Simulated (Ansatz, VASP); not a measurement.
One calculation of Mg3Te, two programs

```
Mg Te
1.0
     4.94814    0.00000    0.00000
    -2.47407    4.28521    0.00000
     0.00000    0.00000   12.40353
Mg Te
6 2
Direct
  0.33333 0.66667 0.13115
  0.33333 0.66667 0.86885
  0.66667 0.33333 0.86885
  0.66667 0.33333 0.13115
  0.00000 0.00000 0.00000
  0.00000 0.00000 0.50000
  0.00000 0.00000 0.28218
  0.00000 0.00000 0.71782
```

Alike in both runs: functional PBE; k mesh 6 × 6 × 2; occupations gaussian, width 0.1 eV; no spin polarisation.

Ansatz relaxed the structure, and its values are those at the end. VASP's run is a single point on that final structure, the one shown.

```csv
,VASP,Ansatz
version,VASP 6.6.1,Ansatz 0.2.0
potentials or method,"VASP PAW PBE potentials, release 64 (Mg, Te), cutoff 520 eV","scalar-relativistic, plane waves, PAW"
valence electrons in the cell,24,92
```

```csv
,VASP,Ansatz,Ansatz less VASP
gap on the k mesh at the Fermi level (eV),none,none,-
pressure (GPa),0.1,0.1,+0.04
rms of the force components (eV/Å),0.008,0.008,-0.0007
```

A gap of «none» marks a metal or a gap that the smearing closes. The functional is the same, so the differences come from potentials, cutoffs and numerics. VASP's potentials hold 24 valence electrons a cell and Ansatz's 92, so a difference there can come from the potentials and not from the codes.

Spin-orbit coupling is off throughout.
